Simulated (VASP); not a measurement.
A run of VASP 6.6.1:

Contents of INCAR:

```
SYSTEM = TaSi2
PREC = Accurate
ENCUT = 520
EDIFF = 1E-7
ISMEAR = -1
SIGMA = 0.05
LREAL = .FALSE.
LASPH = .TRUE.
NELM = 60
ALGO = Normal
ISIF = 2
LWAVE = .FALSE.
LCHARG = .FALSE.
GGA = RP
NBANDS = 38
```

KPOINTS

```
Automatic mesh
0
G
  7 7 4
  0 0 0
```

POSCAR

```
TaSi2
1.0
    4.7839000000      0.0000000000      0.0000000000
   -2.3919500000      4.1429789292      0.0000000000
    0.0000000000      0.0000000000      6.5700000000
Ta Si
3 6
Direct
    0.0000000000      0.5000000000      0.3333333333
    0.5000000000      0.5000000000      0.6666666667
    0.5000000000      0.0000000000      0.0000000000
    0.3179400000      0.1589700000      0.3333333333
    0.1589700000      0.8410300000      0.6666666667
    0.8410300000      0.6820600000      0.0000000000
    0.6820600000      0.8410300000      0.3333333333
    0.8410300000      0.1589700000      0.6666666667
    0.1589700000      0.3179400000      0.0000000000
```

Potentials or basis: VASP PAW PBE potentials, release 64 (Ta_pv, Si).

Run with:

```console
$ cat potpaw_PBE.64/Ta_pv/POTCAR potpaw_PBE.64/Si/POTCAR > POTCAR
$ mpirun -np 1 vasp_std > vasp.out
```

Hardware: 1 thread of Intel(R) Xeon(R) Platinum 8259CL CPU @ 2.50GHz (Skylake/Cascade Lake), on a shared host.

Q: Estimate the wall time of this run.

A: Run time: 93 s on 1 thread of Intel(R) Xeon(R) Platinum 8259CL CPU @ 2.50GHz (Skylake/Cascade Lake), on a shared host, peak memory 0.29 GiB. Counts: scf iterations 15, k points 24.
